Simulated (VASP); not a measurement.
# Si2W3 (P4/mbm) in VASP: single point with PBEsol

Aim: the single point of Si2W3 with PBEsol.

All numbers are computed with VASP 6.6.1; they aren't measurements. Logs are shortened: lines on timing, memory, paths and dates and some standing lists are left out, and cuts for length are marked.

## 1. The cell of the first run

It takes space group P4/mbm (No. 127, tetragonal). The conventional cell has a = 6.582 Å, b = 6.582 Å, c = 3.275 Å, α = 90.00°, β = 90.00°, γ = 90.00°. Si (site symmetry m2m) has 3 Si at 2.50 to 3.27 Å and 8 W at 2.52 to 2.57 Å within 3.3 Å. W (site symmetry 4/m) has 4 Si at 2.57 Å and 10 W at 2.97 to 3.27 Å within 3.4 Å. Within 3.3 Å of W (site symmetry m2m) lie 6 Si at 2.52 to 2.54 Å and 7 W at 2.97 to 3.27 Å.

## 2. Single point, PBEsol

Contents of INCAR:

```
SYSTEM = Si2W3
PREC = Accurate
ENCUT = 520
EDIFF = 1E-6
ISMEAR = 0
SIGMA = 0.15
LREAL = .False.
LASPH = .True.
NELM = 80
ALGO = Fast
ISIF = 2
LWAVE = .False.
LCHARG = .False.
GGA = PS
NBANDS = 61
```

Contents of KPOINTS:

```
Automatic mesh
0
Gamma
  6 6 12
  0 0 0
```

Contents of POSCAR:

```
Si2W3
1.0
    6.5824376030      0.0000000000      0.0000000000
    0.0000000000      6.5824376030      0.0000000000
    0.0000000000      0.0000000000      3.2749106436
Si W
4 6
Direct
    0.1340783110      0.6340783110      0.0000000000
    0.8659216890      0.3659216890      0.0000000000
    0.6340783110      0.8659216890      0.0000000000
    0.3659216890      0.1340783110      0.0000000000
    0.5000000000      0.5000000000      0.0000000000
    0.0000000000      0.0000000000      0.0000000000
    0.6598576518      0.1598576518      0.5000000000
    0.3401423482      0.8401423482      0.5000000000
    0.1598576518      0.3401423482      0.5000000000
    0.8401423482      0.6598576518      0.5000000000
```

Potentials or basis: VASP PAW PBE potentials, release 64 (Si, W_sv).

Launch:

```
> cat potpaw_PBE.64/Si/POTCAR potpaw_PBE.64/W_sv/POTCAR > POTCAR
> mpirun -np 1 vasp_std > vasp.out
```

OUTCAR:

```text
SYSTEM = Si2W3
   PREC = Accurate
   ENCUT = 520
   EDIFF = 1E-6
   ISMEAR = 0
   LREAL = .False.
   LASPH = .True.
   NELM = 80
   ISIF = 2
   GGA = PS

 ion  position               nearest neighbor table
   1  0.134  0.634  0.000-   2 2.50   8 2.52   8 2.52  10 2.54   9 2.54   9 2.54  10 2.54   5 2.57
                             6 2.57
   2  0.866  0.366  0.000-   1 2.50   7 2.52   7 2.52  10 2.54   9 2.54   9 2.54  10 2.54   5 2.57
                             6 2.57
   3  0.634  0.866  0.000-   4 2.50  10 2.52  10 2.52   7 2.54   7 2.54   8 2.54   8 2.54   5 2.57
                             6 2.57
   4  0.366  0.134  0.000-   3 2.50   9 2.52   9 2.52   7 2.54   7 2.54   8 2.54   8 2.54   5 2.57
                             6 2.57
   5  0.500  0.500  0.000-   1 2.57   2 2.57   3 2.57   4 2.57   7 2.97   8 2.97   9 2.97  10 2.97
                             7 2.97   8 2.97   9 2.97  10 2.97
   6  0.000  0.000  0.000-   1 2.57   2 2.57   3 2.57   4 2.57   7 2.97   8 2.97   9 2.97  10 2.97
                             7 2.97   8 2.97   9 2.97  10 2.97
   7  0.660  0.160  0.500-   2 2.52   2 2.52   4 2.54   3 2.54   3 2.54   4 2.54   6 2.97   5 2.97
                             5 2.97   6 2.97   8 2.98
   8  0.340  0.840  0.500-   1 2.52   1 2.52   4 2.54   3 2.54   3 2.54   4 2.54   6 2.97   5 2.97
                             5 2.97   6 2.97   7 2.98
   9  0.160  0.340  0.500-   4 2.52   4 2.52   1 2.54   1 2.54   2 2.54   2 2.54   6 2.97   5 2.97
                             5 2.97   6 2.97  10 2.98
  10  0.840  0.660  0.500-   3 2.52   3 2.52   1 2.54   1 2.54   2 2.54   2 2.54   6 2.97   5 2.97
                             5 2.97   6 2.97   9 2.98

  LATTYP: Found a simple tetragonal cell.
 ALAT       =     6.5824376030
 C/A-ratio  =     0.4975224744

  Lattice vectors:

 A1 = (   6.5824376030,   0.0000000000,   0.0000000000)
 A2 = (   0.0000000000,   6.5824376030,   0.0000000000)
 A3 = (   0.0000000000,   0.0000000000,   3.2749106436)

Analysis of symmetry for initial positions (statically):
=====================================================================
 Subroutine PRICEL returns:
 Original cell was already a primitive cell.

 Routine SETGRP: Setting up the symmetry group for a
 simple tetragonal supercell.

 Subroutine GETGRP returns: Found 16 space group operations
 (whereof  8 operations were pure point group operations)
 out of a pool of 16 trial point group operations.

The static configuration has the point symmetry C_4h.
 The point group associated with its full space group is D_4h.

Analysis of symmetry for dynamics (positions and initial velocities):
=====================================================================
 Subroutine PRICEL returns:
 Original cell was already a primitive cell.

 Routine SETGRP: Setting up the symmetry group for a
 simple tetragonal supercell.

 Subroutine GETGRP returns: Found 16 space group operations
 (whereof  8 operations were pure point group operations)
 out of a pool of 16 trial point group operations.

The dynamic configuration has the point symmetry C_4h.
 The point group associated with its full space group is D_4h.

 Subroutine INISYM returns: Found 16 space group operations
 (whereof  8 operations are pure point group operations),
 and found     1 'primitive' translations

----------------------------------------------------------------------------------------

                                     Primitive cell

  volume of cell :     141.8969

  direct lattice vectors                    reciprocal lattice vectors
     6.582437603  0.000000000  0.000000000     0.151919404  0.000000000  0.000000000
     0.000000000  6.582437603  0.000000000     0.000000000  0.151919404  0.000000000
     0.000000000  0.000000000  3.274910644     0.000000000  0.000000000  0.305351843

  length of vectors
     6.582437603  6.582437603  3.274910644     0.151919404  0.151919404  0.305351843

  position of ions in fractional coordinates (direct lattice)
     0.134078311  0.634078311  0.000000000
     0.865921689  0.365921689  0.000000000
     0.634078311  0.865921689  0.000000000
     0.365921689  0.134078311  0.000000000
     0.500000000  0.500000000  0.000000000
     0.000000000  0.000000000  0.000000000
     0.659857652  0.159857652  0.500000000
     0.340142348  0.840142348  0.500000000
     0.159857652  0.340142348  0.500000000
     0.840142348  0.659857652  0.500000000

  ion indices of the primitive-cell ions
   primitive index   ion index
                 1           1
                 2           2
                 3           3
                 4           4
                 5           5
                 6           6
                 7           7
                 8           8
                 9           9
                10          10

----------------------------------------------------------------------------------------

 KPOINTS: Automatic mesh

Automatic generation of k-mesh.
 Grid dimensions read from file:
 generate k-points for:    6    6   12

 Generating k-lattice:

  Cartesian coordinates                     Fractional coordinates (reciprocal lattice)
     0.025319901  0.000000000  0.000000000     0.166666667  0.000000000  0.000000000
     0.000000000  0.025319901  0.000000000     0.000000000  0.166666667  0.000000000
     0.000000000  0.000000000  0.025445987     0.000000000  0.000000000  0.083333333

  Length of vectors
     0.025319901  0.025319901  0.025445987

  Shift w.r.t. Gamma in fractional coordinates (k-lattice)
     0.000000000  0.000000000  0.000000000

 Subroutine IBZKPT returns following result:
 ===========================================

 Found     70 irreducible k-points:

 Following reciprocal coordinates:
            Coordinates               Weight
  0.000000  0.000000  0.000000      1.000000
  0.166667  0.000000  0.000000      4.000000
  0.333333  0.000000  0.000000      4.000000
  0.500000  0.000000  0.000000      2.000000
  0.166667  0.166667  0.000000      4.000000
  0.333333  0.166667  0.000000      8.000000
[... 16 lines left out ...]
  0.333333  0.000000  0.166667      8.000000
  0.500000  0.000000  0.166667      4.000000
 [... further k-points ...]
   k-points           NKPTS =     70   k-points in BZ     NKDIM =     70   number of bands    NBANDS=     61
   number of dos      NEDOS =    301   number of ions     NIONS =     10
   total plane-waves  NPLWV =  60000
   dimension x,y,z NGX =    50 NGY =   50 NGZ =   24
   dimension x,y,z NGXF=   100 NGYF=  100 NGZF=   48
   ions per type =               4   6
   NGX,Y,Z   is equivalent  to a cutoff of  12.63, 12.63, 12.18 a.u.
   NGXF,Y,Z  is equivalent  to a cutoff of  25.26, 25.26, 24.37 a.u.
 SYSTEM =  Si2W3
   PREC   = accura    normal or accurate (medium, high low for compatibility)
   ISTART =      0    job   : 0-new  1-cont  2-samecut
   ICHARG =      2    charge: 1-file 2-atom 10-const
   ISPIN  =      1    spin polarized calculation?
   LNONCOLLINEAR =      F non collinear calculations
   LSORBIT =      F    spin-orbit coupling
   LASPH  =      T    aspherical Exc in radial PAW
   ENCUT  =  520.0 eV  38.22 Ry    6.18 a.u.  12.24 12.24  6.09*2*pi/ulx,y,z
   NELM   =     80;   NELMIN=  2; NELMDL= -5     # of ELM steps
   EDIFF  = 0.1E-05   stopping-criterion for ELM
   LREAL  =      F    real-space projection
   EDIFFG = 0.1E-04   stopping-criterion for IOM
   NSW    =      0    number of steps for IOM
   IBRION =     -1    ionic relax: 0-MD 1-quasi-New 2-CG
   NFREE  =      0    steps in history (QN), initial steepest desc. (CG)
   ISIF   =      2    stress and relaxation
   ISYM   =      2    0-nonsym 1-usesym 2-fastsym
   POTIM  = 0.5000    time-step for ionic-motion
   TEBEG  =    0.0;   TEEND  =   0.0 temperature during run
   PSTRESS=    0.0 pullay stress
   NELECT =     100.0000    total number of electrons
   NUPDOWN=      -1.0000    fix difference up-down
   EMIN   =  10.00;   EMAX   =-10.00  energy-range for DOS
   EFERMI =   0.00;   METHOD = LEGACY
   ISMEAR =     0;   SIGMA  =   0.15  broadening in eV -4-tet -1-fermi 0-gaus
   EFERMI_NEDOS =   21; number of points for ismear=-14 and -15
   IALGO  =     68    algorithm
   IMIX   =      4    mixing-type and parameters
     AMIX     =   0.40;   BMIX     =  1.00
     AMIX_MAG =   1.60;   BMIX_MAG =  1.00
  volume/ion in A,a.u.               =      14.19        95.76
  Fermi-wavevector in a.u.,A,eV,Ry     =   1.456858  2.753062 28.877479  2.122435
  Thomas-Fermi vector in A             =   2.573727
   LORBIT       =      0    0 simple, 1 ext, 2 COOP (PROOUT), +10 PAW based schemes
   GGA     = PS    functional components
   LHFCALC =     F    Hartree Fock is set to
   AEXX    =    0.0000 exact exchange contribution
   IVDW    =     0    specifies the selected vdW correction
   LEPSILON=     F    determine dielectric tensor
   LRPA    =     F    only Hartree local field effects (RPA)
 non-spin polarized calculation
 RMM-DIIS sequential band-by-band and
 Gauss-broadening in eV      SIGMA  =   0.15
  energy-cutoff  :      520.00
  volume of cell :      141.90
 maximum number of plane-waves:      3848
 NGX is ok and might be reduce to    50
   NGX = 25   NGY = 25   NGZ = 13

 number of electron     100.0000001 magnetization

 Free energy of the ion-electron system (eV)
  ---------------------------------------------------
  ext. energy  EPLUGINS =         0.00000000
  ---------------------------------------------------
  free energy    TOTEN  =      -106.27146710 eV

  energy without entropy =     -106.20858273  energy(sigma->0) =     -106.24002491

 E-fermi :  11.9480     XC(G=0): -13.1789

 val. band max:       11.9473810629   @ k =   0.5000   0.3333   0.0000
 cond. band min:      11.9655861470   @ k =   0.5000   0.5000   0.0000
 fundamental gap:      0.0182050840
 Fermi energy:        11.9479618107

 k-point     1 :       0.0000    0.0000    0.0000
  band No.  band energies     occupation
      1     -62.3286      2.00000
      2     -62.3211      2.00000
      3     -62.3124      2.00000
      4     -62.3124      2.00000
      5     -62.0394      2.00000
      6     -62.0362      2.00000
[... 1525 lines left out ...]
     60      14.2270      0.00000
     61      14.7960      0.00000

 [... further k-points ...]

------------------------ aborting loop because EDIFF is reached ----------------------------------------

  FORCE on cell =-STRESS in cart. coord.  units (eV):
  Direction    XX          YY          ZZ          XY          YZ          ZX
  --------------------------------------------------------------------------------------
  -------------------------------------------------------------------------------------
  Total        0.3029373      0.3029373      0.4718743      0.0000000     -0.0000000      0.0000000
  in kB        3.4205067      3.4205067      5.3279972      0.0000000     -0.0000000      0.0000000
  external PRESSURE =       4.0563368 kB  Pullay stress =       0.0000000 kB

 VOLUME and BASIS-vectors are now :
 -----------------------------------------------------------------------------
  energy-cutoff  :      520.00
  volume of cell :      141.90
      direct lattice vectors                 reciprocal lattice vectors
     6.582437603  0.000000000  0.000000000     0.151919404  0.000000000  0.000000000
     0.000000000  6.582437603  0.000000000     0.000000000  0.151919404  0.000000000
     0.000000000  0.000000000  3.274910644     0.000000000  0.000000000  0.305351843

 POSITION                                       TOTAL-FORCE (eV/Angst)
 -----------------------------------------------------------------------------------
      0.88256      4.17378      0.00000         0.009847      0.009847      0.000000
      5.69988      2.40866      0.00000        -0.009847     -0.009847      0.000000
      4.17378      5.69988      0.00000         0.009847     -0.009847     -0.000000
      2.40866      0.88256      0.00000        -0.009847      0.009847      0.000000
      3.29122      3.29122      0.00000         0.000000      0.000000      0.000000
      0.00000      0.00000      0.00000         0.000000      0.000000      0.000000
      4.34347      1.05225      1.63746         0.020248      0.020248     -0.000000
      2.23897      5.53018      1.63746        -0.020248     -0.020248      0.000000
      1.05225      2.23897      1.63746         0.020248     -0.020248      0.000000
      5.53018      4.34347      1.63746        -0.020248      0.020248     -0.000000
 -----------------------------------------------------------------------------------
    total drift:                               -0.000000      0.000000      0.000000

  FREE ENERGIE OF THE ION-ELECTRON SYSTEM (eV)
  ---------------------------------------------------
  free  energy   TOTEN  =      -106.2714670962 eV

  energy  without entropy=     -106.2085827325  energy(sigma->0) =     -106.24002491
```

Wall time 4.9 min (1 thread of Intel Xeon 6975P-C (Granite Rapids), shared host); peak memory 0.53 GiB.

What came out:

```
Free energy            : -106.2715 eV
Pressure               : 0.4 GPa
Largest force          : 0.029 eV/Å
Band gap on the k mesh : zero (bands 50 and 51 overlap by 1.70 eV)
```

Forces in eV/Å, atoms in the order of the input:
```
Si   0.010  0.010  0.000
Si  -0.010 -0.010  0.000
Si   0.010 -0.010  0.000
Si  -0.010  0.010  0.000
W    0.000  0.000  0.000
W    0.000  0.000  0.000
W    0.020  0.020  0.000
W   -0.020 -0.020  0.000
W    0.020 -0.020  0.000
W   -0.020  0.020  0.000
```

Stress tensor (GPa, compression positive):
```
0.34 0.00 0.00
0.00 0.34 0.00
0.00 0.00 0.53
```

Levels at points of the mesh, in eV from the Fermi level:
```
           k point  band 46  band 47  band 48  band 49  band 50  band 51  band 52  band 53  band 54  band 55
(0.00, 0.00, 0.00)    -1.13    -0.85    -0.85    -0.60    -0.12    -0.12     0.14     0.88     0.88     0.90
(0.50, 0.00, 0.00)    -1.63    -1.00    -1.00    -0.74    -0.74    -0.70    -0.70     0.53     0.53     0.94
(0.50, 0.50, 0.00)    -2.21    -1.44    -1.44    -0.08    -0.08     0.02     0.02     0.04     0.04     0.17
(0.00, 0.00, 0.50)    -2.12    -2.12    -1.59    -1.54    -1.41     1.73     1.94     1.94     1.96     2.21
(0.50, 0.00, 0.50)    -2.08    -0.46    -0.46     0.04     0.04     0.60     0.60     1.82     1.82     2.16
(0.50, 0.50, 0.50)    -3.16    -0.23    -0.23     1.01     1.01     1.34     1.34     1.47     1.47     1.83
```

Caveat: the PAW data sets were made with another functional, which shifts forces and pressure a little; spin-orbit coupling is left out, which moves the levels of the heavy elements.
